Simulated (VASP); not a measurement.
The system is Co.

```xyz
4
Lattice="2.4706 0.0000 0.0000 -1.2353 2.1396 0.0000 0.0000 0.0000 8.0882" Properties=species:S:1:pos:R:3 pbc="T T T"
Co    0.0000    0.0000    0.0000
Co    0.0000    1.4264    2.0221
Co    0.0000    0.0000    4.0441
Co    1.2353    0.7132    6.0662
```

| Item | Value |
| --- | --- |
| Program | VASP 6.6.1 |
| Task | relaxation of cell and atoms |
| Functional | PBEsol |
| Potentials or basis | VASP PAW PBE potentials, release 64 (Co) |
| Cutoff | 600 eV |
| k mesh | 9 × 9 × 2 |
| Occupations | gaussian, width 0.1 eV |
| Spin | collinear spin, ferromagnetic start |
| Starting moments | [1.82, 1.85, 1.82, 1.85] μB |

At the start: pressure -7.6 GPa; volume 10.69 Å³/atom.

Problem. Where does the relaxation end?

Solution. Over 5 steps the energy falls by 10.0 meV/atom and the volume is 10.28 Å³/atom (-3.8 %); space group P6_3/mmc (No. 194, to 0.1 Å) before and after; moment 6.02 μB per cell.

Step by step:
| step | energy change (eV) | largest force (eV/Å) | pressure (GPa) | volume (Å³) |
| --- | --- | --- | --- | --- |
| 1 | 0.0000 | 0.0000 | -7.59 | 42.75 |
| 2 | 0.0054 | 0.0000 | 9.98 | 39.70 |
| 3 | -0.0385 | 0.0000 | 0.02 | 41.21 |
| 4 | -0.0385 | 0.0000 | 0.16 | 41.18 |
| 5 | -0.0402 | 0.0000 | 0.25 | 41.14 |

Final structure:
```xyz
4
Lattice="2.4464 0.0000 0.0000 -1.2232 2.1187 0.0000 0.0000 0.0000 7.9369" Properties=species:S:1:pos:R:3 pbc="T T T"
Co    0.0000    0.0000    0.0000
Co    0.0000    1.4124    1.9842
Co    0.0000    0.0000    3.9684
Co    1.2232    0.7062    5.9527
```

Caveat: the k points lie up to 0.40 Å⁻¹ apart in the final cell, too coarse for converged energies and pressures of a metal; the PAW data sets were made with another functional, which shifts forces and pressure a little.
